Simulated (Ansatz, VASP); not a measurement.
# Two plane-wave programs on CdS

File INCAR:

```
SYSTEM = CdS
PREC = Accurate
ENCUT = 520
EDIFF = 1E-6
ISMEAR = 0
SIGMA = 0.01
LREAL = .FALSE.
LASPH = .TRUE.
NELM = 100
ALGO = Normal
ISIF = 2
LWAVE = .FALSE.
LCHARG = .FALSE.
GGA = PS
NBANDS = 26
```

Contents of KPOINTS:

```
regular mesh
0
G
  6 6 4
  0 0 0
```

Contents of POSCAR:

```
CdS
1.0
    4.1662911592      0.0000000000      0.0000000000
   -2.0831455796      3.6081139834      0.0000000000
    0.0000000000      0.0000000000      6.6439080902
Cd S
2 2
Direct
    0.3333333333      0.6666666667     -0.0021098749
    0.6666666667      0.3333333333      0.4978901251
    0.3333333333      0.6666666667      0.3791098749
    0.6666666667      0.3333333333      0.8791098749
```

Input for Ansatz:

```yaml
crystal:
  lattice:
    - [4.1662911592, 0.0, 0.0]
    - [-2.0831455796, 3.6081139834, 0.0]
    - [0.0, 0.0, 6.6439080902]
  atoms:
    - { symbol: Cd, position: [0.3333333333, 0.6666666667, -0.0021098749] }
    - { symbol: Cd, position: [0.6666666667, 0.3333333333, 0.4978901251] }
    - { symbol: S, position: [0.3333333333, 0.6666666667, 0.3791098749] }
    - { symbol: S, position: [0.6666666667, 0.3333333333, 0.8791098749] }
basis:
  ecutwfc: 600.0
kpoints:
  mp_grid: { grid: [6, 6, 4] }
  band_path:
    path:
      - [0.0, 0.0, 0.0]
      - [0.0, 0.0, 0.0]
      - [0.0, 0.0, 0.0]
      - [0.0, 0.0, 0.0]
      - [0.0, 0.0, 0.0]
      - [0.0, 0.0, 0.0]
      - [0.0, 0.0, 0.0]
      - [0.0, 0.0, 0.0]
      - [0.0, 0.0, 0.0]
      - [0.0, 0.0, 0.0]
      - [0.0, 0.0, 0.0]
      - [0.0, 0.0, 0.0]
      - [0.0, 0.0, 0.0]
      - [0.0, 0.0, 0.0]
      - [0.0, 0.0, 0.0]
      - [0.0, 0.0, 0.0]
      - [0.0, 0.0, 0.0]
      - [0.0, 0.0, 0.0]
      - [0.0, 0.0, 0.0]
      - [0.0, 0.0, 0.0]
      - [0.0, 0.0, 0.0]
      - [0.0, 0.0, 0.0]
      - [0.0, 0.0, 0.0]
      - [0.0, 0.0, 0.0]
      - [0.0, 0.0, 0.0]
      - [0.0, 0.0, 0.0]
      - [0.3, 0.0, 0.0]
      - [0.3166666667, 0.0, 0.0]
      - [0.3333333333, 0.0, 0.0]
      - [0.35, 0.0, 0.0]
      - [0.3666666667, 0.0, 0.0]
      - [0.3833333333, 0.0, 0.0]
      - [0.4, 0.0, 0.0]
      - [0.4166666667, 0.0, 0.0]
      - [0.4333333333, 0.0, 0.0]
      - [0.45, 0.0, 0.0]
      - [0.4666666667, 0.0, 0.0]
      - [0.4833333333, 0.0, 0.0]
      - [0.5, 0.0, 0.0]
      - [0.5, 0.0, 0.0]
      - [0.5, 0.0, 0.0416666667]
      - [0.5, 0.0, 0.0833333333]
      - [0.5, 0.0, 0.125]
      - [0.5, 0.0, 0.1666666667]
      - [0.5, 0.0, 0.2083333333]
      - [0.5, 0.0, 0.25]
      - [0.5, 0.0, 0.2916666667]
      - [0.5, 0.0, 0.3333333333]
      - [0.5, 0.0, 0.375]
      - [0.5, 0.0, 0.4166666667]
      - [0.5, 0.0, 0.4583333333]
      - [0.5, 0.0, 0.5]
      - [0.3333333333, 0.3333333333, 0.0]
      - [0.3333333333, 0.3333333333, 0.0]
      - [0.3333333333, 0.3333333333, 0.0]
      - [0.3333333333, 0.3333333333, 0.0]
      - [0.3333333333, 0.3333333333, 0.0]
      - [0.3333333333, 0.3333333333, 0.0]
      - [0.3333333333, 0.3333333333, 0.0]
      - [0.3333333333, 0.3333333333, 0.0]
      - [0.3333333333, 0.3333333333, 0.0]
      - [0.3333333333, 0.3333333333, 0.0]
      - [0.3333333333, 0.3333333333, 0.0]
      - [0.3333333333, 0.3333333333, 0.0]
      - [0.3333333333, 0.3333333333, 0.0]
      - [0.0, 0.0, 0.5]
      - [0.0, 0.0, 0.5]
      - [0.0, 0.0, 0.5]
      - [0.0, 0.0, 0.5]
      - [0.0, 0.0, 0.5]
      - [0.0, 0.0, 0.5]
      - [0.0, 0.0, 0.5]
      - [0.0, 0.0, 0.5]
      - [0.0, 0.0, 0.5]
      - [0.0, 0.0, 0.5]
      - [0.0, 0.0, 0.5]
      - [0.0, 0.0, 0.5]
      - [0.0, 0.0, 0.5]
    npoints: 1
hamiltonian:
  xc: pbesol
  pseudopotentials: { kind: paw, azcp: { folder: soft_1 } }
scf:
  occupations: { method: fixed }
  n_extra_bands: 6
output:
  eigenvalues: true
```

Alike in both runs: task single point; functional PBEsol; k mesh 6 × 6 × 4; no spin polarisation.

|  | VASP | Ansatz |
| --- | --- | --- |
| version | VASP 6.6.1 | Ansatz 0.2.0 |
| potentials or method | VASP PAW PBE potentials, release 64 (Cd, S), cutoff 520 eV | scalar-relativistic, plane waves, PAW |
| occupations | gaussian, width 0.01 eV | fixed |
| valence electrons in the cell | 36 | 52 |

```tsv
	VASP	Ansatz	Ansatz less VASP
gap on the k mesh at the Fermi level (eV)	1.09	1.09	-0.003
least direct gap on the mesh (eV)	1.09	1.09	-0.003
```

VASP's potentials were made for PBE, not for PBEsol, and Ansatz warns of the same on its side. VASP's potentials hold 36 valence electrons a cell and Ansatz's 52, so a difference there can come from the potentials and not from the codes.
